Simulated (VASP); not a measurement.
Wanted: the native input for a VASP 6.6.1 run.

```
Task                   : single point
Functional             : PBEsol
Potentials or basis    : VASP PAW PBE potentials, release 64 (As, P, Pb_d)
Cutoff                 : 520 eV
k mesh                 : 6 × 6 × 6
Occupations            : fermi-dirac, width 0.03 eV
Spin                   : no spin polarisation
Dipole correction      : no
Further INCAR settings : ALGO = Normal; EDIFF = 1e-06; NBANDS = 25
```

The structure of AsP3Pb lies in POSCAR:

```
AsP3Pb
1.0
   -1.7598196969      1.8390115762      8.1149572903
    1.7598196969     -1.8390115762      8.1149572903
    1.7598196969      1.8390115762     -8.1149572903
As P Pb
1 3 1
Direct
    0.0480913319      0.0480913319      0.0000000000
    0.3158419943      0.8158419943      0.5000000000
    0.5341683043      0.5341683043      0.0000000000
    0.3971241499      0.3971241499      0.0000000000
    0.7047717196      0.2047717196      0.5000000000
```

The input as run:

INCAR

```
SYSTEM = AsP3Pb
PREC = Accurate
ENCUT = 520
EDIFF = 1E-6
ISMEAR = -1
SIGMA = 0.03
LREAL = .False.
LASPH = .True.
NELM = 60
ALGO = Normal
ISIF = 2
LWAVE = .False.
LCHARG = .False.
GGA = PS
NBANDS = 25
```

KPOINTS

```
regular mesh
0
Gamma
  6 6 6
  0 0 0
```

Potentials or basis: VASP PAW PBE potentials, release 64 (As, P, Pb_d).

Command:

```bash
$ cat potpaw_PBE.64/As/POTCAR potpaw_PBE.64/P/POTCAR potpaw_PBE.64/Pb_d/POTCAR > POTCAR
$ mpirun -np 1 vasp_std > vasp.out
```

It gave:

```yaml
Pressure: 0.1 GPa
Largest_force: 0.009 eV/Å
Band_gap_on_the_k_mesh: zero (bands 17 and 18 overlap by 1.88 eV)
```

Caveat: the PAW data sets were made with another functional, which shifts forces and pressure a little; spin-orbit coupling is left out, which moves the levels of the heavy elements.

Wall time 6.6 min on 1 thread of AMD EPYC 7R13 Processor (Zen 3) (shared host), peak memory 0.57 GiB.
